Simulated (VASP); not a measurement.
# Tl (C2/m) in VASP: notebook, part 2 of 2

VASP 6.6.1.

### 3 Relaxation of cell and atoms, PBE

This run uses another cell than the first one, of 34.89 Å³/atom.

INCAR

```
PREC = Accurate
ENCUT = 600
EDIFF = 1E-7
ISMEAR = 0
SIGMA = 0.1
LREAL = F
LASPH = T
NELM = 60
ALGO = Fast
ISIF = 3
LWAVE = F
LCHARG = F
GGA = PE
IBRION = 2
NSW = 90
EDIFFG = -0.04
```

KPOINTS

```
regular mesh
0
Gamma
  6 6 4
```

POSCAR

```
Tl
1.0
    3.4091624311     -2.1636161348      0.0000000000
    3.4091624311      2.1636161348      0.0000000000
   -2.4797224081      0.0000000000      4.7297822321
Tl
2
Direct
    0.0640000000      0.0640000000      0.1530000000
    0.9360000000      0.9360000000      0.8470000000
```

Potentials or basis: VASP PAW PBE potentials, release 64 (Tl_d).

On the command line:

```
cat potpaw_PBE.64/Tl_d/POTCAR > POTCAR
mpirun -np 1 vasp_std > vasp.out
```

OUTCAR:

```text
PREC = Accurate
   ENCUT = 600
   EDIFF = 1E-7
   ISMEAR = 0
   LREAL = F
   LASPH = T
   NELM = 60
   ISIF = 3
   GGA = PE
   IBRION = 2
   NSW = 90
   EDIFFG = -0.04

 ion  position               nearest neighbor table
   1  0.064  0.064  0.153-   2 1.45   2 4.02   2 4.02
   2  0.936  0.936  0.847-   1 1.45   1 4.02   1 4.02

 -----------------------------------------------------------------------------
|                                                                             |
|           W    W    AA    RRRRR   N    N  II  N    N   GGGG   !!!           |
|           W    W   A  A   R    R  NN   N  II  NN   N  G    G  !!!           |
|           W    W  A    A  R    R  N N  N  II  N N  N  G       !!!           |
|           W WW W  AAAAAA  RRRRR   N  N N  II  N  N N  G  GGG   !            |
|           WW  WW  A    A  R   R   N   NN  II  N   NN  G    G                |
|           W    W  A    A  R    R  N    N  II  N    N   GGGG   !!!           |
|                                                                             |
|     The distance between some ions is very small. Please check the          |
|     nearest-neighbor list in the OUTCAR file.                               |
|     I HOPE YOU KNOW WHAT YOU ARE DOING!                                     |
|                                                                             |
 -----------------------------------------------------------------------------

  LATTYP: Found a base centered monoclinic cell.
 ALAT       =     6.8183248622
 B/A-ratio  =     0.6346474181
 C/A-ratio  =     0.7832421112
 COS(beta)  =    -0.4643327837

  Lattice vectors:

 A1 = (   3.4091624311,  -2.1636161348,   0.0000000000)
 A2 = (   3.4091624311,   2.1636161348,   0.0000000000)
 A3 = (  -2.4797224081,   0.0000000000,   4.7297822321)

Analysis of symmetry for initial positions (statically):
=====================================================================
 Subroutine PRICEL returns:
[... 180 lines left out ...]
  -------------------------------------------------------------------------------------
  Total       -0.7359292     -1.4550388    222.0076683      0.0000000      0.0000000     17.4240452
  in kB      -16.8984776    -33.4107412   5097.7614824      0.0000000      0.0000000    400.0926052
  external PRESSURE =    1682.4840879 kB  Pullay stress =       0.0000000 kB
[... 501 lines left out ...]
      6     188.5779      2.00000
[... 9 lines left out ...]
     16     296.0307      0.00000
     17     315.7013      0.00000

 [... further k-points ...]

------------------------ aborting loop EDIFF was not reached (unconverged)  ----------------------------

  FORCE on cell =-STRESS in cart. coord.  units (eV):
  Direction    XX          YY          ZZ          XY          YZ          ZX
  --------------------------------------------------------------------------------------
  -------------------------------------------------------------------------------------
  Total     2998.4177478   4440.2996412  -3692.7545356      0.0000000      0.0000000   3371.4910424
  in kB    11763.6489302  17420.5632825 -14487.7303948      0.0000000      0.0000000  13227.3219845
  external PRESSURE =    4898.8272726 kB  Pullay stress =       0.0000000 kB
[... 23 lines left out ...]
--------------------------------------- Ionic step        3  -------------------------------------------

 number of electron      25.9999963 magnetization

------------------------ aborting loop EDIFF was not reached (unconverged)  ----------------------------

  FORCE on cell =-STRESS in cart. coord.  units (eV):
  Direction    XX          YY          ZZ          XY          YZ          ZX
  --------------------------------------------------------------------------------------
  -------------------------------------------------------------------------------------
  Total        2.8710516      8.9802331   -217.3006885      0.0000000      0.0000000     -6.0912762
  in kB       20.4356965     63.9198949  -1546.7123269      0.0000000      0.0000000    -43.3567513
  external PRESSURE =    -487.4522452 kB  Pullay stress =       0.0000000 kB
[... 986 lines left out ...]
      6      -7.2427      2.00000
[... 9 lines left out ...]
     16       7.9674      0.00000
     17       8.7464      0.00000

 [... further k-points ...]

[... ionic steps 4 to 35 ...]

--------------------------------------- Ionic step       36  -------------------------------------------

 number of electron      26.0000002 magnetization

------------------------ aborting loop because EDIFF is reached ----------------------------------------
[... 67 lines left out ...]
--------------------------------------- Ionic step       38  -------------------------------------------

 number of electron      26.0000001 magnetization

 Free energy of the ion-electron system (eV)
  ---------------------------------------------------
  ext. energy  EPLUGINS =         0.00000000
  ---------------------------------------------------
  free energy    TOTEN  =        -4.43298311 eV

  energy without entropy =       -4.42824168  energy(sigma->0) =       -4.43061239

 E-fermi :   5.5773     XC(G=0):  -9.7837

 val. band max:        5.5184629247   @ k =   0.1667   0.1667  -0.0000
 cond. band min:       5.5932203631   @ k =   0.5000   0.1667   0.5000
 fundamental gap:      0.0747574384
 Fermi energy:         5.5773226479
[... 509 lines left out ...]
  FREE ENERGIE OF THE ION-ELECTRON SYSTEM (eV)
  ---------------------------------------------------
  free  energy   TOTEN  =        -4.4329831055 eV

  energy  without entropy=       -4.4282416814  energy(sigma->0) =       -4.43061239

 reached required accuracy - stopping structural energy minimisation
```

OSZICAR:

```text
N       E                     dE             d eps       ncg     rms          rms(c)
DAV:   1     0.186881516919E+03    0.18688E+03   -0.15184E+04  1606   0.157E+03
DAV:   2     0.476834734458E+02   -0.13920E+03   -0.13800E+03  1747   0.333E+02
DAV:   3     0.444055966460E+02   -0.32779E+01   -0.32381E+01  1872   0.446E+01
[... 647 lines left out ...]
RMM:   4    -0.443295945270E+01    0.34296E-03   -0.14010E-03  1598   0.344E-01    0.248E-02
RMM:   5    -0.443297987961E+01   -0.20427E-04   -0.22659E-04  1601   0.135E-01    0.174E-02
RMM:   6    -0.443298269173E+01   -0.28121E-05   -0.41687E-05  1600   0.602E-02    0.475E-03
RMM:   7    -0.443298290783E+01   -0.21610E-06   -0.12565E-05  1628   0.298E-02    0.246E-03
RMM:   8    -0.443298312202E+01   -0.21419E-06   -0.28656E-06  1606   0.141E-02    0.167E-03
RMM:   9    -0.443298310552E+01    0.16504E-07   -0.57166E-07  1182   0.614E-03
  38 F= -.44329831E+01 E0= -.44306124E+01  d E =-.898515E-03
```

It took 36 min on 1 thread of AMD EPYC 7R13 (Zen 3), shared host; peak memory 0.24 GiB.

What came out:

- Free energy: -4.4330 eV
- Relaxed volume: 31.05 Å³/atom
- Relaxed cell: a = 3.516 Å, b = 3.516 Å, c = 6.985 Å, α = 120.00°, β = 120.00°, γ = 62.46°
- Space group after relaxing (to 0.1 Å): Immm (No. 71)
- Pressure after relaxing: 0.1 GPa
- Largest force after relaxing: 0.012 eV/Å
- Band gap on the k mesh: zero (bands 13 and 14 overlap by 4.80 eV)

Forces on the atoms (eV/Å):
```
Tl  -0.012  0.000 -0.005
Tl   0.012  0.000  0.005
```

Stress tensor (GPa, compression positive):
```
0.15 0.00 0.18
0.00 0.03 0.00
0.18 0.00 0.00
```

Final structure:
```yaml
crystal:
  lattice:
    - [2.95764, -1.82289, -0.53867]
    - [2.95764, 1.82289, -0.53867]
    - [-3.00240, 0.00000, 6.30641]
  atoms:
    - { symbol: Tl, position: [0.50280, 0.50280, 0.25020] }
    - { symbol: Tl, position: [0.49720, 0.49720, 0.74980] }
```

Caveat: a cell axis changed by over 15 % at a fixed basis, so the end point is rough; spin-orbit coupling is left out, which moves the levels of the heavy elements.

The gap in the log of VASP goes by the Fermi energy; the results here count the filled bands.